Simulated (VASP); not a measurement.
# GaN in VASP: further runs

The runs below take GaN through electric field gradients, with PBE.

Program: VASP 6.6.1. These are calculated values, not measurements. Logs are shortened: lines on timing, memory, paths and dates and some standing lists are left out, and cuts for length are marked.

## Step 1: The cell of the first run

Symmetry: I4/mmm, No. 139, tetragonal system. The conventional cell has a = 2.874 Å, b = 2.874 Å, c = 3.985 Å, α = 90.00°, β = 90.00°, γ = 90.00°. Ga (site symmetry 4/mmm) has 6 N at 1.99 to 2.03 Å within 2.6 Å. Within 2.6 Å of N (site symmetry 4/mmm) lie 6 Ga at 1.99 to 2.03 Å.

## Step 2: Electric field gradients, PBE (equal xx and yy strain of +2 %)

The input, INCAR:

```
SYSTEM = GaN
ALGO = Normal
EDIFF = 1E-8
ENCUT = 520
GGA = PE
ISIF = 2
ISMEAR = -1
LASPH = .True.
LCHARG = .False.
LEFG = .True.
LREAL = .False.
LWAVE = .False.
NBANDS = 16
NELM = 60
PREC = Accurate
SIGMA = 0.02
```

The input, KPOINTS:

```
k-points
0
Gamma
  13 13 13
  0 0 0
```

The input, POSCAR:

```
GaN
1.0
    0.0000000000      2.0323500000      1.9925000000
    2.0323500000      0.0000000000      1.9925000000
    2.0323500000      2.0323500000      0.0000000000
Ga N
1 1
Direct
    0.5000000000      0.5000000000      0.5000000000
    0.0000000000      0.0000000000      0.0000000000
```

Potentials or basis: VASP PAW PBE potentials, release 64 (Ga_d, N).

Started as:

```
$ cat potpaw_PBE.64/Ga_d/POTCAR potpaw_PBE.64/N/POTCAR > POTCAR
$ mpirun -np 1 vasp_std > vasp.out
```

OUTCAR:

```text
SYSTEM = GaN
   EDIFF = 1E-8
   ENCUT = 520
   GGA = PE
   ISIF = 2
   ISMEAR = -1
   LASPH = .True.
   LREAL = .False.
   NELM = 60
   PREC = Accurate

 ion  position               nearest neighbor table
   1  0.500  0.500  0.500-   2 1.99   2 1.99   2 2.03   2 2.03   2 2.03   2 2.03
   2  0.000  0.000  0.000-   1 1.99   1 1.99   1 2.03   1 2.03   1 2.03   1 2.03

  LATTYP: Found a body centered tetragonal cell.
 ALAT       =     2.8741769335
 C/A-ratio  =     1.3864838847

  Lattice vectors:

 A1 = (   0.0000000000,  -2.0323500000,  -1.9925000000)
 A2 = (   0.0000000000,   2.0323500000,  -1.9925000000)
 A3 = (   2.0323500000,   0.0000000000,   1.9925000000)

Analysis of symmetry for initial positions (statically):
=====================================================================
 Subroutine PRICEL returns:
 Original cell was already a primitive cell.

 Routine SETGRP: Setting up the symmetry group for a
 body centered tetragonal supercell.

 Subroutine GETGRP returns: Found 16 space group operations
 (whereof 16 operations were pure point group operations)
 out of a pool of 16 trial point group operations.

The static configuration has the point symmetry D_4h.

Analysis of symmetry for dynamics (positions and initial velocities):
=====================================================================
 Subroutine PRICEL returns:
 Original cell was already a primitive cell.

 Routine SETGRP: Setting up the symmetry group for a
 body centered tetragonal supercell.

 Subroutine GETGRP returns: Found 16 space group operations
 (whereof 16 operations were pure point group operations)
 out of a pool of 16 trial point group operations.

The dynamic configuration has the point symmetry D_4h.

 Subroutine INISYM returns: Found 16 space group operations
 (whereof 16 operations are pure point group operations),
 and found     1 'primitive' translations

----------------------------------------------------------------------------------------

                                     Primitive cell

  volume of cell :      16.4598

  direct lattice vectors                    reciprocal lattice vectors
     0.000000000  2.032350000  1.992500000    -0.246020617  0.246020617  0.250941029
     2.032350000  0.000000000  1.992500000     0.246020617 -0.246020617  0.250941029
     2.032350000  2.032350000  0.000000000     0.246020617  0.246020617 -0.250941029

  length of vectors
     2.846138221  2.846138221  2.874176933     0.428979822  0.428979822  0.428979822

  position of ions in fractional coordinates (direct lattice)
     0.500000000  0.500000000  0.500000000
     0.000000000  0.000000000  0.000000000

  ion indices of the primitive-cell ions
   primitive index   ion index
                 1           1
                 2           2

----------------------------------------------------------------------------------------

 KPOINTS: k-points

Automatic generation of k-mesh.
 Grid dimensions read from file:
 generate k-points for:   13   13   13

 Generating k-lattice:

  Cartesian coordinates                     Fractional coordinates (reciprocal lattice)
    -0.018924663  0.018924663  0.019303156     0.076923077  0.000000000  0.000000000
     0.018924663 -0.018924663  0.019303156     0.000000000  0.076923077  0.000000000
     0.018924663  0.018924663 -0.019303156    -0.000000000 -0.000000000  0.076923077

  Length of vectors
     0.032998448  0.032998448  0.032998448

  Shift w.r.t. Gamma in fractional coordinates (k-lattice)
     0.000000000  0.000000000  0.000000000

 Subroutine IBZKPT returns following result:
 ===========================================

 Found    196 irreducible k-points:

 Following reciprocal coordinates:
            Coordinates               Weight
  0.000000  0.000000  0.000000      1.000000
  0.076923 -0.000000  0.000000      8.000000
  0.153846 -0.000000  0.000000      8.000000
  0.230769  0.000000  0.000000      8.000000
  0.307692 -0.000000  0.000000      8.000000
  0.384615 -0.000000  0.000000      8.000000
[... 16 lines left out ...]
  0.384615  0.153846  0.000000      8.000000
  0.461538  0.153846  0.000000      8.000000
 [... further k-points ...]
   k-points           NKPTS =    196   k-points in BZ     NKDIM =    196   number of bands    NBANDS=     16
   number of dos      NEDOS =    301   number of ions     NIONS =      2
   total plane-waves  NPLWV =  13824
   dimension x,y,z NGX =    24 NGY =   24 NGZ =   24
   dimension x,y,z NGXF=    48 NGYF=   48 NGZF=   48
   ions per type =               1   1
   NGX,Y,Z   is equivalent  to a cutoff of  14.02, 14.02, 13.88 a.u.
   NGXF,Y,Z  is equivalent  to a cutoff of  28.04, 28.04, 27.76 a.u.
 SYSTEM =  GaN
   PREC   = accura    normal or accurate (medium, high low for compatibility)
   ISTART =      0    job   : 0-new  1-cont  2-samecut
   ICHARG =      2    charge: 1-file 2-atom 10-const
   ISPIN  =      1    spin polarized calculation?
   LNONCOLLINEAR =      F non collinear calculations
   LSORBIT =      F    spin-orbit coupling
   LASPH  =      T    aspherical Exc in radial PAW
   ENCUT  =  520.0 eV  38.22 Ry    6.18 a.u.   5.29  5.29  5.34*2*pi/ulx,y,z
   NELM   =     60;   NELMIN=  2; NELMDL= -5     # of ELM steps
   EDIFF  = 0.1E-07   stopping-criterion for ELM
   LREAL  =      F    real-space projection
   EDIFFG = 0.1E-06   stopping-criterion for IOM
   NSW    =      0    number of steps for IOM
   IBRION =     -1    ionic relax: 0-MD 1-quasi-New 2-CG
   NFREE  =      0    steps in history (QN), initial steepest desc. (CG)
   ISIF   =      2    stress and relaxation
   ISYM   =      2    0-nonsym 1-usesym 2-fastsym
   POTIM  = 0.5000    time-step for ionic-motion
   TEBEG  =    0.0;   TEEND  =   0.0 temperature during run
   PSTRESS=    0.0 pullay stress
   NELECT =      18.0000    total number of electrons
   NUPDOWN=      -1.0000    fix difference up-down
   EMIN   =  10.00;   EMAX   =-10.00  energy-range for DOS
   EFERMI =   0.00;   METHOD = LEGACY
   ISMEAR =    -1;   SIGMA  =   0.02  broadening in eV -4-tet -1-fermi 0-gaus
   EFERMI_NEDOS =   21; number of points for ismear=-14 and -15
   IALGO  =     38    algorithm
   IMIX   =      4    mixing-type and parameters
     AMIX     =   0.40;   BMIX     =  1.00
     AMIX_MAG =   1.60;   BMIX_MAG =  1.00
  volume/ion in A,a.u.               =       8.23        55.54
  Fermi-wavevector in a.u.,A,eV,Ry     =   1.686646  3.187298 38.705501  2.844774
  Thomas-Fermi vector in A             =   2.769273
   LORBIT       =      0    0 simple, 1 ext, 2 COOP (PROOUT), +10 PAW based schemes
   GGA     = PE    functional components
   LHFCALC =     F    Hartree Fock is set to
   AEXX    =    0.0000 exact exchange contribution
   IVDW    =     0    specifies the selected vdW correction
   LEPSILON=     F    determine dielectric tensor
   LRPA    =     F    only Hartree local field effects (RPA)
 non-spin polarized calculation
  energy-cutoff  :      520.00
  volume of cell :       16.46
 maximum number of plane-waves:       455
 NGX is ok and might be reduce to    24
   NGX = 11   NGY = 11   NGZ = 11

 number of electron      18.0000006 magnetization

 Free energy of the ion-electron system (eV)
  ---------------------------------------------------
  ext. energy  EPLUGINS =         0.00000000
  ---------------------------------------------------
  free energy    TOTEN  =       -10.77395119 eV

  energy without entropy =      -10.77395119  energy(sigma->0) =      -10.77395119

 E-fermi :  10.1265     XC(G=0): -13.8802

 val. band max:        9.7461867096   @ k =  -0.2308   0.0000   0.1538
 cond. band min:      11.2043582433   @ k =   0.4615   0.4615   0.0000
 fundamental gap:      1.4581715337
 Fermi energy:        10.1265424799

 k-point     1 :       0.0000    0.0000    0.0000
  band No.  band energies     occupation
      1      -9.0530      2.00000
      2      -4.2556      2.00000
      3      -4.2556      2.00000
      4      -4.2369      2.00000
      5      -4.1319      2.00000
      6      -4.0975      2.00000
[... 8 lines left out ...]
     15      27.3227      0.00000
     16      27.3228      0.00000

 k-point     2 :       0.0769   -0.0000    0.0000
  band No.  band energies     occupation
      1      -8.9206      2.00000
      2      -4.2607      2.00000
      3      -4.2467      2.00000
      4      -4.2315      2.00000
      5      -4.1440      2.00000
      6      -4.1134      2.00000
[... 8 lines left out ...]
     15      27.0149      0.00000
     16      27.6247      0.00000

 k-point     3 :       0.1538   -0.0000    0.0000
  band No.  band energies     occupation
      1      -8.5300      2.00000
      2      -4.2845      2.00000
      3      -4.2572      2.00000
      4      -4.2361      2.00000
      5      -4.1419      2.00000
      6      -4.1280      2.00000
[... 8 lines left out ...]
     15      27.3651      0.00000
     16      27.6057      0.00000

 k-point     4 :       0.2308    0.0000    0.0000
  band No.  band energies     occupation
      1      -7.9036      2.00000
      2      -4.3252      2.00000
      3      -4.3237      2.00000
      4      -4.3014      2.00000
      5      -4.0856      2.00000
      6      -4.0853      2.00000
[... 8 lines left out ...]
     15      28.5038      0.00000
     16      28.5564      0.00000
[... 324 lines left out ...]
 k-point    22 :       0.3077    0.1538    0.0000
  band No.  band energies     occupation
      1      -7.3056      2.00000
      2      -4.4013      2.00000
      3      -4.3368      2.00000
      4      -4.2376      2.00000
      5      -4.0326      2.00000
      6      -3.9885      2.00000
[... 8 lines left out ...]
     15      31.6911      0.00000
     16      32.7301      0.00000

 k-point    23 :       0.3846    0.1538    0.0000
  band No.  band energies     occupation
      1      -6.6334      2.00000
      2      -4.4620      2.00000
      3      -4.3081      2.00000
      4      -4.3034      2.00000
      5      -3.9301      2.00000
      6      -3.8608      2.00000
[... 8 lines left out ...]
     15      31.9911      0.00000
     16      34.1298      0.00000

 k-point    24 :       0.4615    0.1538    0.0000
  band No.  band energies     occupation
      1      -6.0841      2.00000
      2      -4.5167      2.00000
      3      -4.3755      2.00000
      4      -4.2407      2.00000
      5      -3.9008      2.00000
      6      -3.5792      2.00000
[... 8 lines left out ...]
     15      32.3418      0.00000
     16      35.3564      0.00000

 [... further k-points ...]

------------------------ aborting loop because EDIFF is reached ----------------------------------------

  FORCE on cell =-STRESS in cart. coord.  units (eV):
  Direction    XX          YY          ZZ          XY          YZ          ZX
  --------------------------------------------------------------------------------------
  -------------------------------------------------------------------------------------
  Total        5.0894524      5.0894524      5.9702755      0.0000000      0.0000000     -0.0000000
  in kB      495.4003524    495.4003524    581.1384729      0.0000000      0.0000000     -0.0000000
  external PRESSURE =     523.9797259 kB  Pullay stress =       0.0000000 kB

 VOLUME and BASIS-vectors are now :
 -----------------------------------------------------------------------------
  energy-cutoff  :      520.00
  volume of cell :       16.46
      direct lattice vectors                 reciprocal lattice vectors
     0.000000000  2.032350000  1.992500000    -0.246020617  0.246020617  0.250941029
     2.032350000  0.000000000  1.992500000     0.246020617 -0.246020617  0.250941029
     2.032350000  2.032350000  0.000000000     0.246020617  0.246020617 -0.250941029

 POSITION                                       TOTAL-FORCE (eV/Angst)
 -----------------------------------------------------------------------------------
      2.03235      2.03235      1.99250         0.000000      0.000000      0.000000
      0.00000      0.00000      0.00000        -0.000000     -0.000000     -0.000000
 -----------------------------------------------------------------------------------
    total drift:                                0.000000     -0.000000      0.000000

  FREE ENERGIE OF THE ION-ELECTRON SYSTEM (eV)
  ---------------------------------------------------
  free  energy   TOTEN  =       -10.7739511910 eV

  energy  without entropy=      -10.7739511910  energy(sigma->0) =      -10.77395119

 Electric field gradients (V/A^2)
---------------------------------------------------------------------
 ion       V_xx      V_yy      V_zz      V_xy      V_xz      V_yz
---------------------------------------------------------------------
   1       9.635     9.635   -19.270     0.000    -0.001    -0.001
   2      -0.402    -0.402     0.804    -0.000    -0.000    -0.000
---------------------------------------------------------------------

 Electric field gradients after diagonalization (V/A^2)
 (convention: |V_zz| > |V_xx| > |V_yy|)
----------------------------------------------------------------------
 ion       V_xx      V_yy      V_zz     asymmetry (V_yy - V_xx)/ V_zz
----------------------------------------------------------------------
   1       9.635     9.635   -19.270       0.000
   2      -0.402    -0.402     0.804       0.000
----------------------------------------------------------------------

           NMR quadrupolar parameters

 Cq : quadrupolar parameter    Cq=e*Q*V_zz/h
 eta: asymmetry parameters     (V_yy - V_xx)/ V_zz
 Q  : nuclear electric quadrupole moment in mb (millibarn)
----------------------------------------------------------------------
 ion       Cq(MHz)       eta       Q (mb)
----------------------------------------------------------------------
   1      -0.047       0.000       1.000
   2       0.002       0.000       1.000
----------------------------------------------------------------------
```

Run time: 69 s. Hardware: 1 thread of Intel Xeon 8259CL, shared host; peak memory 0.18 GiB.

Results:

```
Free energy                             : -10.7740 eV
Pressure                                : 52.4 GPa
Band gap on the k mesh                  : 1.46 eV (least direct gap 4.56 eV)
Largest electric field gradient by atom : Ga -19.3; N +0.8 V/Å²
```

Stress tensor (GPa, compression positive):
```
49.54  0.00  0.00
 0.00 49.54  0.00
 0.00  0.00 58.11
```

Electric field gradients, principal values (V/Å²):
| atom | least | middle | greatest (by size) |
| --- | --- | --- | --- |
| 1 Ga | 9.635 | 9.635 | -19.270 |
| 2 N | -0.402 | -0.402 | 0.804 |

Caveat: the cell differs from its parent crystal (equal xx and yy strain of +2 %); the cell stands under pressure; without QUAD_EFG the Cq values of the log hold for a quadrupole moment of 1 mb, not for the nuclei; an odd mesh through Γ misses points on the zone boundary, where band edges can lie.

## Step 3: Electric field gradients, PBE (equal xx and yy strain of +3 %)

The input, INCAR:

```
SYSTEM = GaN
PREC = Accurate
ENCUT = 520
EDIFF = 1E-8
ISMEAR = -1
SIGMA = 0.02
LREAL = .False.
LASPH = .True.
NELM = 80
ALGO = Normal
ISIF = 2
LWAVE = .False.
LCHARG = .False.
GGA = PE
LEFG = .True.
NBANDS = 16
```

The input, KPOINTS:

```
Automatic mesh
0
Gamma
  13 13 13
  0 0 0
```

The input, POSCAR:

```
GaN
1.0
    0.0000000000      2.0522750000      1.9925000000
    2.0522750000      0.0000000000      1.9925000000
    2.0522750000      2.0522750000      0.0000000000
Ga N
1 1
Direct
    0.5000000000      0.5000000000      0.5000000000
    0.0000000000      0.0000000000      0.0000000000
```

Potentials or basis: VASP PAW PBE potentials, release 64 (Ga_d, N).

Started as:

```
$ cat potpaw_PBE.64/Ga_d/POTCAR potpaw_PBE.64/N/POTCAR > POTCAR
$ mpirun -np 1 vasp_std > vasp.out
```

OUTCAR:

```text
SYSTEM = GaN
   PREC = Accurate
   ENCUT = 520
   EDIFF = 1E-8
   ISMEAR = -1
   LREAL = .False.
   LASPH = .True.
   NELM = 80
   ISIF = 2
   GGA = PE

 ion  position               nearest neighbor table
   1  0.500  0.500  0.500-   2 1.99   2 1.99   2 2.05   2 2.05   2 2.05   2 2.05
   2  0.000  0.000  0.000-   1 1.99   1 1.99   1 2.05   1 2.05   1 2.05   1 2.05

  LATTYP: Found a body centered tetragonal cell.
 ALAT       =     2.9023551387
 C/A-ratio  =     1.3730228761

  Lattice vectors:

 A1 = (   0.0000000000,  -2.0522750000,  -1.9925000000)
 A2 = (   0.0000000000,   2.0522750000,  -1.9925000000)
 A3 = (   2.0522750000,   0.0000000000,   1.9925000000)

Analysis of symmetry for initial positions (statically):
=====================================================================
 Subroutine PRICEL returns:
 Original cell was already a primitive cell.

 Routine SETGRP: Setting up the symmetry group for a
[... 645 lines left out ...]
  energy-cutoff  :      520.00
  volume of cell :       16.78
      direct lattice vectors                 reciprocal lattice vectors
     0.000000000  2.052275000  1.992500000    -0.243632067  0.243632067  0.250941029
     2.052275000  0.000000000  1.992500000     0.243632067 -0.243632067  0.250941029
     2.052275000  2.052275000  0.000000000     0.243632067  0.243632067 -0.250941029

 POSITION                                       TOTAL-FORCE (eV/Angst)
 -----------------------------------------------------------------------------------
      2.05227      2.05227      1.99250        -0.000000     -0.000000      0.000000
      0.00000      0.00000      0.00000         0.000000      0.000000     -0.000000
 -----------------------------------------------------------------------------------
    total drift:                                0.000000     -0.000000      0.000000

  FREE ENERGIE OF THE ION-ELECTRON SYSTEM (eV)
  ---------------------------------------------------
  free  energy   TOTEN  =       -10.8654569205 eV

  energy  without entropy=      -10.8654569205  energy(sigma->0) =      -10.86545692

 Electric field gradients (V/A^2)
---------------------------------------------------------------------
 ion       V_xx      V_yy      V_zz      V_xy      V_xz      V_yz
---------------------------------------------------------------------
   1      14.025    14.025   -28.050     0.001    -0.001    -0.001
   2      -0.700    -0.700     1.400    -0.000    -0.000    -0.000
---------------------------------------------------------------------

 Electric field gradients after diagonalization (V/A^2)
 (convention: |V_zz| > |V_xx| > |V_yy|)
----------------------------------------------------------------------
 ion       V_xx      V_yy      V_zz     asymmetry (V_yy - V_xx)/ V_zz
----------------------------------------------------------------------
   1      14.026    14.024   -28.050       0.000
   2      -0.700    -0.700     1.400       0.000
----------------------------------------------------------------------

           NMR quadrupolar parameters

 Cq : quadrupolar parameter    Cq=e*Q*V_zz/h
 eta: asymmetry parameters     (V_yy - V_xx)/ V_zz
 Q  : nuclear electric quadrupole moment in mb (millibarn)
----------------------------------------------------------------------
 ion       Cq(MHz)       eta       Q (mb)
----------------------------------------------------------------------
   1      -0.068       0.000       1.000
   2       0.003       0.000       1.000
----------------------------------------------------------------------
```

stdout:

```text
POSCAR found type information on POSCAR GaN
 POSCAR found :  2 types and       2 ions
 scaLAPACK will be used
 LDA part: xc-table for (Slater+PW92), standard interpolation
 POSCAR, INCAR and KPOINTS ok, starting setup
 FFT: planning ... GRIDC
 FFT: planning ... GRID_SOFT
 FFT: planning ... GRID
 WAVECAR not read
 entering main loop
ion   1

ion   2
```

Wall time 24 s (1 thread of Intel Xeon 6975P-C (Granite Rapids), shared host); peak memory 0.18 GiB.

What came out:

* Free energy: -10.8655 eV
* Pressure: 44.7 GPa
* Band gap on the k mesh: 1.26 eV (least direct gap 4.25 eV)
* Largest electric field gradient by atom: Ga -28.1; N +1.4 V/Å²

Levels at points of the mesh, in eV from the valence-band top:
```
           k point  band 5  band 6  band 7  band 8  band 9  band 10  band 11  band 12  band 13  band 14
(0.00, 0.00, 0.00)  -13.89  -13.84   -0.87   -0.59   -0.59     3.66    15.35    15.35    15.58    16.48
```

Electric field gradients, principal values (V/Å²):
```tsv
atom	least	middle	greatest (by size)
1 Ga	14.024	14.026	-28.050
2 N	-0.700	-0.700	1.400
```

Caveat: the cell differs from its parent crystal (equal xx and yy strain of +3 %); the cell stands under pressure; without QUAD_EFG the Cq values of the log hold for a quadrupole moment of 1 mb, not for the nuclei; an odd mesh through Γ misses points on the zone boundary, where band edges can lie.

(Part 1 of 2 ends here.)
